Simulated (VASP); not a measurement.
# TlBr in VASP: further runs, part 2 of 2

VASP 6.6.1.

## 4. Single point, PBE

This run uses another cell than the first one, of 33.27 Å³/atom, 1.047 times its volume.

File INCAR:

```
  ALGO = Normal
  EDIFF = 1E-6
  ENCUT = 500
  GGA = PE
  GGA_COMPAT = False
  ISIF = 2
  ISMEAR = -1
  ISYM = 0
  LASPH = True
  LCHARG = True
  LELF = True
  LREAL = False
  LVHAR = True
  LWAVE = False
  NBANDS = 17
  NELM = 120
  PREC = Accurate
  SIGMA = 0.1
```

File KPOINTS:

```
k-points
0
Gamma
  5 5 5
```

File POSCAR:

```
TlBr
1.0
    4.0523415113      0.0000189200      0.0000064582
    0.0000189200      4.0525264311      0.0001261837
    0.0000064582      0.0001261837      4.0523630369
Tl Br
1 1
Direct
    0.0003096791     -0.0008573152      0.0000246753
    0.5003863741      0.5006310251      0.5005340653
```

Potentials or basis: VASP PAW PBE potentials, release 64 (Tl_d, Br).

The run is started by

```
$ cat potpaw_PBE.64/Tl_d/POTCAR potpaw_PBE.64/Br/POTCAR > POTCAR
$ mpirun -np 1 vasp_std > vasp.out
```

OUTCAR:

```text
EDIFF = 1E-6
   ENCUT = 500
   GGA = PE
   ISIF = 2
   ISMEAR = -1
   ISYM = 0
   LASPH = True
   LREAL = False
   NELM = 120
   PREC = Accurate

 ion  position               nearest neighbor table
   1  0.000  0.999  0.000-
   2  0.500  0.501  0.501-

IMPORTANT INFORMATION: All symmetrisations will be switched off!
NOSYMM: (Re-)initialisation of all symmetry stuff for point group C_1.

----------------------------------------------------------------------------------------

                                     Primitive cell

  volume of cell :      66.5488

  direct lattice vectors                    reciprocal lattice vectors
     4.052341511  0.000018920  0.000006458     0.246770909 -0.000001152 -0.000000393
     0.000018920  4.052526431  0.000126184    -0.000001152  0.246759649 -0.000007684
     0.000006458  0.000126184  4.052363037    -0.000000393 -0.000007684  0.246769599

  length of vectors
     4.052341511  4.052526433  4.052363039     0.246770909  0.246759649  0.246769599

  position of ions in fractional coordinates (direct lattice)
     0.000309679  0.999142685  0.000024675
     0.500386374  0.500631025  0.500534065

  ion indices of the primitive-cell ions
   primitive index   ion index
                 1           1
                 2           2

----------------------------------------------------------------------------------------

 KPOINTS: k-points

Automatic generation of k-mesh.
 Grid dimensions read from file:
 generate k-points for:    5    5    5

 Generating k-lattice:

  Cartesian coordinates                     Fractional coordinates (reciprocal lattice)
     0.049354182 -0.000000230 -0.000000079     0.200000000  0.000000000  0.000000000
    -0.000000230  0.049351930 -0.000001537    -0.000000000  0.200000000  0.000000000
    -0.000000079 -0.000001537  0.049353920     0.000000000  0.000000000  0.200000000

  Length of vectors
[... 65 lines left out ...]
   PSTRESS=    0.0 pullay stress
   NELECT =      20.0000    total number of electrons
   NUPDOWN=      -1.0000    fix difference up-down
   EMIN   =  10.00;   EMAX   =-10.00  energy-range for DOS
   EFERMI =   0.00;   METHOD = LEGACY
   ISMEAR =    -1;   SIGMA  =   0.10  broadening in eV -4-tet -1-fermi 0-gaus
   EFERMI_NEDOS =   21; number of points for ismear=-14 and -15
   IALGO  =     38    algorithm
   IMIX   =      4    mixing-type and parameters
     AMIX     =   0.40;   BMIX     =  1.00
     AMIX_MAG =   1.60;   BMIX_MAG =  1.00
  volume/ion in A,a.u.               =      33.27       224.55
  Fermi-wavevector in a.u.,A,eV,Ry     =   1.096574  2.072225 16.360670  1.202475
  Thomas-Fermi vector in A             =   2.232919
   LORBIT       =      0    0 simple, 1 ext, 2 COOP (PROOUT), +10 PAW based schemes
   GGA     = PE    functional components
   LHFCALC =     F    Hartree Fock is set to
   AEXX    =    0.0000 exact exchange contribution
   IVDW    =     0    specifies the selected vdW correction
   LEPSILON=     F    determine dielectric tensor
   LRPA    =     F    only Hartree local field effects (RPA)
 non-spin polarized calculation
  energy-cutoff  :      500.00
  volume of cell :       66.55
 maximum number of plane-waves:      1743
 NGX is ok and might be reduce to    30
   NGX = 15   NGY = 15   NGZ = 15

 number of electron      19.9999999 magnetization

 Free energy of the ion-electron system (eV)
  ---------------------------------------------------
  ext. energy  EPLUGINS =         0.00000000
  ---------------------------------------------------
  free energy    TOTEN  =        -5.54538030 eV

  energy without entropy =       -5.54537935  energy(sigma->0) =       -5.54537983

 E-fermi :   2.9945     XC(G=0):  -8.7149

 val. band max:        1.6256407384   @ k =   0.2000  -0.2000   0.2000
 cond. band min:       4.2640839573   @ k =   0.4000   0.0000  -0.0000
 fundamental gap:      2.6384432189
 Fermi energy:         2.9945425895

 k-point     1 :       0.0000    0.0000    0.0000
  band No.  band energies     occupation
      1     -11.6066      2.00000
      2      -8.1888      2.00000
      3      -8.1888      2.00000
      4      -8.0382      2.00000
      5      -8.0382      2.00000
      6      -8.0382      2.00000
[... 457 lines left out ...]
      4      -8.0732      2.00000
      5      -8.0675      2.00000
      6      -8.0484      2.00000
[... 9 lines left out ...]
     16      13.4657      0.00000
     17      14.0509      0.00000

 [... further k-points ...]
[... 5 lines left out ...]
  --------------------------------------------------------------------------------------
  -------------------------------------------------------------------------------------
  Total       -0.0141557     -0.0145445     -0.0142201     -0.0000223     -0.0001056     -0.0000044
  in kB       -0.3408006     -0.3501613     -0.3423510     -0.0005380     -0.0025416     -0.0001066
  external PRESSURE =      -0.3444376 kB  Pullay stress =       0.0000000 kB

 VOLUME and BASIS-vectors are now :
 -----------------------------------------------------------------------------
  energy-cutoff  :      500.00
  volume of cell :       66.55
      direct lattice vectors                 reciprocal lattice vectors
     4.052341511  0.000018920  0.000006458     0.246770909 -0.000001152 -0.000000393
     0.000018920  4.052526431  0.000126184    -0.000001152  0.246759649 -0.000007684
     0.000006458  0.000126184  4.052363037    -0.000000393 -0.000007684  0.246769599

 POSITION                                       TOTAL-FORCE (eV/Angst)
 -----------------------------------------------------------------------------------
      0.00127      4.04905      0.00023         0.000018      0.000367      0.000125
      2.02775      2.02889      2.02841        -0.000018     -0.000367     -0.000125
 -----------------------------------------------------------------------------------
    total drift:                                0.000022     -0.000015      0.000019

  FREE ENERGIE OF THE ION-ELECTRON SYSTEM (eV)
  ---------------------------------------------------
  free  energy   TOTEN  =        -5.5453803021 eV

  energy  without entropy=       -5.5453793526  energy(sigma->0) =       -5.54537983
```

stdout:

```text
POSCAR found type information on POSCAR TlBr
 POSCAR found :  2 types and       2 ions
 scaLAPACK will be used
 LDA part: xc-table for (Slater+PW92), standard interpolation
 POSCAR, INCAR and KPOINTS ok, starting setup
 FFT: planning ... GRIDC
 FFT: planning ... GRID_SOFT
 FFT: planning ... GRID
 WAVECAR not read
 entering main loop
```

It took 43 s on 1 thread of Intel Xeon Platinum 8488C (Sapphire Rapids), shared host; peak memory 0.21 GiB.

What came out:

- Free energy: -5.5454 eV
- Pressure: 0.0 GPa
- Band gap on the k mesh: 2.64 eV, indirect (least direct gap 2.68 eV)

Caveat: spin-orbit coupling is left out, which moves the levels of the heavy elements.

## 5. Relaxation of cell and atoms, PBE

This run uses another cell than the first one, of 31.46 Å³/atom, 0.990 times its volume.

File INCAR:

```
SYSTEM = TlBr
PREC     = Accurate       ! precision mode
ENCUT    = 500            ! plane-wave cutoff, eV
EDIFF    = 1E-7           ! SCF threshold, eV
ISMEAR   = -1             ! smearing method
SIGMA    = 0.1            ! smearing width, eV
LREAL    = .False.        ! projectors in reciprocal space
LASPH    = .True.         ! aspherical terms in the spheres
NELM     = 120            ! most SCF steps
ALGO     = Normal         ! electronic algorithm
ISIF     = 3              ! what is computed and relaxed
LWAVE    = .False.        ! write WAVECAR
LCHARG   = .False.        ! write CHGCAR
GGA      = PE             ! functional
IBRION   = 2              ! ionic algorithm
NSW      = 60             ! ionic steps
EDIFFG   = -0.01          ! ionic threshold
ISYM     = 0            
GGA_COMPAT= .False.      
NELMIN   = 4
```

File KPOINTS:

```
regular mesh
0
Gamma
  5 5 5
  0 0 0
```

File POSCAR:

```
TlBr
1.0
    3.9775180000      0.0000000000      0.0000000000
    0.0000000000      3.9775180000      0.0000000000
    0.0000000000      0.0000000000      3.9775180000
Tl Br
1 1
Direct
    0.0000000000      0.0000000000      0.0000000000
    0.5000000000      0.5000000000      0.5000000000
```

Potentials or basis: VASP PAW PBE potentials, release 64 (Tl_d, Br).

The run is started by

```
$ cat potpaw_PBE.64/Tl_d/POTCAR potpaw_PBE.64/Br/POTCAR > POTCAR
$ mpirun -np 1 vasp_std > vasp.out
```

OUTCAR:

```text
SYSTEM = TlBr
   PREC = Accurate
   ENCUT = 500
   EDIFF = 1E-7
   ISMEAR = -1
   LREAL = .False.
   LASPH = .True.
   NELM = 120
   ISIF = 3
   GGA = PE
   IBRION = 2
   NSW = 60
   EDIFFG = -0.01
   ISYM = 0
   NELMIN = 4

 ion  position               nearest neighbor table
   1  0.000  0.000  0.000-   2 3.44   2 3.44   2 3.44   2 3.44   2 3.44   2 3.44   2 3.44   2 3.44

   2  0.500  0.500  0.500-   1 3.44   1 3.44   1 3.44   1 3.44   1 3.44   1 3.44   1 3.44   1 3.44

IMPORTANT INFORMATION: All symmetrisations will be switched off!
NOSYMM: (Re-)initialisation of all symmetry stuff for point group C_1.

----------------------------------------------------------------------------------------

                                     Primitive cell

  volume of cell :      62.9269

[... 224 lines left out ...]
 Fermi energy:         2.9958815699

 k-point     1 :       0.0000    0.0000    0.0000
  band No.  band energies     occupation
      1     -11.6061      2.00000
      2      -8.1865      2.00000
      3      -8.1865      2.00000
      4      -8.0359      2.00000
      5      -8.0359      2.00000
      6      -8.0359      2.00000
      7      -2.7035      2.00000
      8       0.7465      2.00000
      9       0.7465      2.00000
     10       0.7465      2.00000
     11       8.8665      0.00000
     12       8.8665      0.00000
     13       8.9789      0.00000
     14       8.9789      0.00000
[... 377 lines left out ...]
      1     -11.3919      2.00000
      2      -8.1537      2.00000
      3      -8.0760      2.00000
      4      -8.0710      2.00000
      5      -8.0653      2.00000
      6      -8.0461      2.00000
      7      -3.0501      2.00000
      8       0.1743      2.00000
      9       1.1858      2.00000
     10       1.3273      2.00000
     11       4.9686      0.00000
     12       7.1190      0.00000
     13       8.0300      0.00000
     14      10.5043      0.00000

 [... further k-points ...]
[... 5 lines left out ...]
  --------------------------------------------------------------------------------------
  -------------------------------------------------------------------------------------
  Total       -0.0157208     -0.0157209     -0.0157222      0.0000009     -0.0000013     -0.0000003
  in kB       -0.3785464     -0.3785482     -0.3785803      0.0000217     -0.0000303     -0.0000079
  external PRESSURE =      -0.3785583 kB  Pullay stress =       0.0000000 kB
[... 17 lines left out ...]
  FREE ENERGIE OF THE ION-ELECTRON SYSTEM (eV)
  ---------------------------------------------------
  free  energy   TOTEN  =        -5.5445974827 eV

  energy  without entropy=       -5.5445965333  energy(sigma->0) =       -5.54459701

 reached required accuracy - stopping structural energy minimisation
```

OSZICAR:

```text
N       E                     dE             d eps       ncg     rms          rms(c)
DAV:   1     0.962584371325E+02    0.96258E+02   -0.96974E+03  1820   0.120E+03
[... 25 lines left out ...]
DAV:   1    -0.562580672348E+01   -0.82835E-01   -0.15853E+00  1764   0.105E+01    0.166E+00
DAV:   2    -0.555565896463E+01    0.70148E-01   -0.13766E-01  1764   0.286E+00    0.529E-01
DAV:   3    -0.554490525595E+01    0.10754E-01   -0.38932E-02  1764   0.156E+00    0.399E-01
DAV:   4    -0.554462722945E+01    0.27803E-03   -0.87201E-04  1764   0.220E-01    0.451E-02
DAV:   5    -0.554460091871E+01    0.26311E-04   -0.25472E-04  1818   0.121E-01    0.170E-02
DAV:   6    -0.554459747552E+01    0.34432E-05   -0.15076E-05  1764   0.321E-02    0.690E-03
DAV:   7    -0.554459748275E+01   -0.72273E-08   -0.82102E-07  1998   0.709E-03
   3 F= -.55445975E+01 E0= -.55445970E+01  d E =-.128572E-01
```

CONTCAR:

```text
TlBr
   1.00000000000000
     4.0521802461131600   -0.0000002563621420    0.0000000009185700
    -0.0000002596623007    4.0521800888264243    0.0000002504015774
     0.0000000033331437    0.0000002510616381    4.0521801344791974
  Tl              Br
     1     1
Direct
     0.9999999989795926    0.0000000001065640    0.9999999998405277
     0.5000000010204074    0.4999999998934360    0.5000000001594723

  0.00000000E+00  0.00000000E+00  0.00000000E+00
  0.00000000E+00  0.00000000E+00  0.00000000E+00
```

Wall time 69 s (1 thread of Intel Xeon Platinum 8488C (Sapphire Rapids), shared host); peak memory 0.21 GiB.

What came out:

```yaml
Free_energy: -5.5446 eV
Relaxed_volume: 33.27 Å³/atom
Relaxed_cell: a = 4.052 Å, b = 4.052 Å, c = 4.052 Å, α = 90.00°, β = 90.00°, γ = 90.00°
Space_group_after_relaxing_to_0.05_Å: Pm-3m (No. 221)
Energy_gained_by_relaxing: 6.4 meV/atom
Ionic_steps: 3
Pressure_after_relaxing: 0.0 GPa
Band_gap_on_the_k_mesh: 2.64 eV, indirect (least direct gap 2.68 eV)
```

The path:
```csv
step,energy change (eV),largest force (eV/Å),pressure (GPa),volume (Å³)
1,0.0000,0.0000,1.23,62.93
2,-0.0112,0.0000,0.41,65.16
3,-0.0129,0.0000,-0.04,66.54
```

Final structure:
```
Tl Br
1.0
     4.05218    0.00000    0.00000
     0.00000    4.05218    0.00000
     0.00000    0.00000    4.05218
Tl Br
1 1
Cartesian
  4.0522 0.0000 4.0522
  2.0261 2.0261 2.0261
```

Caveat: spin-orbit coupling is left out, which moves the levels of the heavy elements. Expect the measured gap to be larger: semilocal functionals such as PBE lack the derivative discontinuity.

## 6. The runs side by side

```tsv
task	level	cell	gap on the mesh (eV)	pressure (GPa)
single point	PBE+D3(BJ)	a = 3.991 Å, 2 atoms	2.63	-0.1
single point	PBE+D3(BJ)	a = 3.978 Å, 2 atoms	2.62	0.0
single point	PBE	a = 4.052 Å, 2 atoms	2.64	0.0
relaxation of cell and atoms	PBE	relaxed from a = 3.978 Å, 2 atoms	2.64	0.0
```

Alike in all rows: potentials or basis VASP PAW PBE potentials, release 64 (Tl_d, Br); no spin polarisation; k mesh 5 × 5 × 5; cutoff (eV) 500; smearing fermi-dirac 0.1 eV.

Caveats: spin-orbit coupling is left out, which moves the levels of the heavy elements; three body term missing (some runs).

Total energies depend on the potentials used, so only differences within one code and one set of settings carry meaning.
